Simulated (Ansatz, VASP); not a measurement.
Two plane-wave programs on SiMo3

```
Si Mo
1.0
     4.86159    0.00000    0.00000
     0.00000    4.86159    0.00000
     0.00000    0.00000    4.47266
Si Mo
2 6
Direct
  0.00000 0.00000 0.00000
  0.50000 0.50000 0.50000
  0.25000 0.00000 0.50000
  0.50000 0.75000 0.00000
  0.75000 0.00000 0.50000
  0.50000 0.25000 0.00000
  0.00000 0.50000 0.75000
  0.00000 0.50000 0.25000
```

Change from the starting cell: strain +0.000 along x and y, -0.080 along z, atoms carried along.

Alike in both runs: task single point; functional PBEsol; k mesh 8 × 8 × 8; occupations gaussian, width 0.15 eV; no spin polarisation.

|  | VASP | Ansatz |
| --- | --- | --- |
| version | VASP 6.6.1 | Ansatz 0.2.0 |
| potentials or method | VASP PAW PBE potentials, release 64 (Si, Mo_sv), cutoff 520 eV | scalar-relativistic, plane waves, PAW |
| valence electrons in the cell | 92 | 92 |

|  | VASP | Ansatz | Ansatz less VASP |
| --- | --- | --- | --- |
| gap on the k mesh at the Fermi level (eV) | none | none | - |
| pressure (GPa) | 30.0 | 29.0 | -1.00 |
| traceless stress, the component that is largest in VASP (GPa) | 27.95 | 27.51 | -0.442 |
| rms of the force components (eV/Å) | 0.009 | 0.009 | +0.0002 |

VASP's potentials were made for PBE, not for PBEsol. Atom by atom the forces differ by 0.000 eV/Å (rms over components). A gap of «none» marks a metal or a gap that the smearing closes. Both programs put the cell under a high pressure, so it lies far from rest at this level.
